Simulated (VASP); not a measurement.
Mg, 1 atom in the cell. The structure is cubic, space group Im-3m (No. 229). The conventional cell has a = 3.570 Å, b = 3.570 Å, c = 3.570 Å, α = 90.00°, β = 90.00°, γ = 90.00°. Mg (site symmetry m-3m) has 14 Mg at 3.09 to 3.57 Å within 4.1 Å.  This cell differs from its parent crystal: volume scaled by 0.96.

```yaml
Program: VASP 6.6.1
Task: single point
Functional: RPBE
Potentials_or_basis: VASP PAW PBE potentials, release 64 (Mg)
Cutoff: 520 eV
k_mesh: 14 × 14 × 14
Occupations: fermi-dirac, width 0.1 eV
Spin: no spin polarisation
Dipole_correction: no
Further_INCAR_settings: ALGO = Normal; EDIFF = 1e-06; NBANDS = 7
```

Potentials or basis: VASP PAW PBE potentials, release 64 (Mg).

Launch:

```bash
$ cat potpaw_PBE.64/Mg/POTCAR > POTCAR
$ mpirun -np 1 vasp_std > vasp.out
```

Hardware: 1 thread of Intel(R) Xeon(R) 6975P-C (Granite Rapids), with other jobs on the host.

Question: Estimate the wall time of this run.

Answer: Wall time 5.1 s on 1 thread of Intel(R) Xeon(R) 6975P-C (Granite Rapids), with other jobs on the host, peak memory 0.14 GiB. Counts: scf iterations 10, k points 104.
